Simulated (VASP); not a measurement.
A run of VASP 6.6.1 is set up as follows.

The input INCAR:

```
PREC = Accurate
ENCUT = 600
EDIFF = 1E-6
ISMEAR = 0
SIGMA = 0.1
LREAL = F
LASPH = T
NELM = 200
ALGO = Normal
ISIF = 2
LWAVE = F
LCHARG = T
GGA = PE
LELF = T
LVHAR = T
NBANDS = 34
GGA_COMPAT = F
LMAXMIX = 6
```

KPOINTS

```
regular mesh
0
Gamma
  4 4 4
```

POSCAR

```
CsNdBr4
1.0
    0.0000000000      5.7661127731      5.7661127731
    5.7661127731      0.0000000000      5.7661127731
    5.7661127731      5.7661127731      0.0000000000
Cs Nd Br
1 1 4
Direct
    0.2500000000      0.2500000000      0.2500000000
    0.7500000000      0.7500000000      0.7500000000
    0.8865003583      0.8865003583      0.8865003583
    0.8865003583      0.8865003583      0.3404989250
    0.8865003583      0.3404989250      0.8865003583
    0.3404989250      0.8865003583      0.8865003583
```

Potentials or basis: VASP PAW PBE potentials, release 64 (Cs_sv, Nd, Br).

Run with:

```bash
$ cat potpaw_PBE.64/Cs_sv/POTCAR potpaw_PBE.64/Nd/POTCAR potpaw_PBE.64/Br/POTCAR > POTCAR
$ mpirun -np 1 vasp_std > vasp.out
```

**Question.** What does it give for the band gap on the k mesh?

**Answer.** Zero (an odd number of electrons rules out a gap without spin polarisation).

**Question.** Estimate the pressure.

**Answer.** 0.1 GPa.

Forces in eV/Å, atoms in the order of the input:
```
Cs   0.000  0.000  0.000
Nd   0.000  0.000  0.000
Br  -0.109 -0.109 -0.109
Br   0.109  0.109 -0.109
Br   0.109 -0.109  0.109
Br  -0.109  0.109  0.109
```

Caveat: spin-orbit coupling is left out, which moves the levels of the heavy elements; an odd number of electrons without spin polarisation forces a metal; a magnetic or distorted state may lie lower; the run has no spin polarisation, though such a crystal can be magnetic; semilocal functionals describe open f shells poorly, which spoils levels, moments and volumes. Spin polarisation is off, so any magnetic state and its effect on volume and gap are missing.
